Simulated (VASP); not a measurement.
## LiH: single point with HSE06

LiH:

```
Li H
1.0
     3.13863    0.00000    0.00000
    -1.56931    2.71813    0.00000
     0.00000    0.00000    4.06907
Li H
2 2
Direct
  0.33333 0.66667 0.25000
  0.66667 0.33333 0.75000
  0.66667 0.33333 0.25000
  0.33333 0.66667 0.75000
```

This cell differs from its parent crystal: biaxial xy strain -3.6%.

```json
{
 "Program": "VASP 6.6.1",
 "Task": "single point",
 "Functional": "HSE06",
 "Potentials or basis": "VASP PAW PBE potentials, release 64 (Li_sv, H)",
 "Cutoff": "520 eV",
 "k mesh": "6 × 6 × 4",
 "Occupations": "gaussian, width 0.01 eV",
 "Spin": "no spin polarisation"
}
```

| Quantity | Value |
| --- | --- |
| Band gap on the k mesh | 2.89 eV (least direct gap 3.86 eV) |

Levels at points of the mesh, in eV from the valence-band top:
| k point | band 2 | band 3 | band 4 | band 5 | band 6 | band 7 |
| --- | --- | --- | --- | --- | --- | --- |
| (0.00, 0.00, 0.00) | -47.32 | -5.93 | 0.00 | 3.86 | 13.06 | 13.06 |
| (0.50, 0.00, 0.00) | -47.33 | -3.03 | -2.16 | 5.82 | 8.15 | 9.23 |
| (0.00, 0.00, 0.50) | -47.35 | -4.20 | -4.20 | 11.23 | 11.23 | 15.12 |
| (0.50, 0.00, 0.50) | -47.34 | -2.62 | -2.62 | 5.55 | 5.55 | 11.48 |

It took 8.4 min on 1 thread of AMD EPYC 7R43 64-Core Processor (Zen 3) (shared host), peak memory 0.21 GiB.

Caveat: the cell differs from its parent crystal (biaxial xy strain -3.6%). A k mesh can miss the band edges.
